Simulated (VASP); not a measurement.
Here is a VASP 6.6.1 calculation.

Contents of INCAR:

```
PREC = Accurate
ENCUT = 520
EDIFF = 1E-6
ISMEAR = -1
SIGMA = 0.05
LREAL = F
LASPH = T
NELM = 80
ALGO = Fast
ISIF = 2
LWAVE = F
LCHARG = F
GGA = CA
NBANDS = 19
```

Contents of KPOINTS:

```
Automatic mesh
0
Gamma
  11 11 6
```

POSCAR

```
Zn
1.0
    2.6700000000      0.0000000000      0.0000000000
   -1.3350000000      2.3122878281      0.0000000000
    0.0000000000      0.0000000000      4.9660000000
Zn
2
Direct
    0.6666666667      0.3333333333      0.7500000000
    0.3333333333      0.6666666667      0.2500000000
```

Potentials or basis: VASP PAW LDA potentials, release 64 (Zn).

Launch:

```console
$ cat potpaw_LDA.64/Zn/POTCAR > POTCAR
$ mpirun -np 1 vasp_std > vasp.out
```

(1) What does it give for the band gap on the k mesh?

(2) Predict the pressure.

Answers

(1) zero (band 12 reaches 4.53 eV, above the bottom of band 13 at -0.30 eV).

(2) -8.5 GPa.
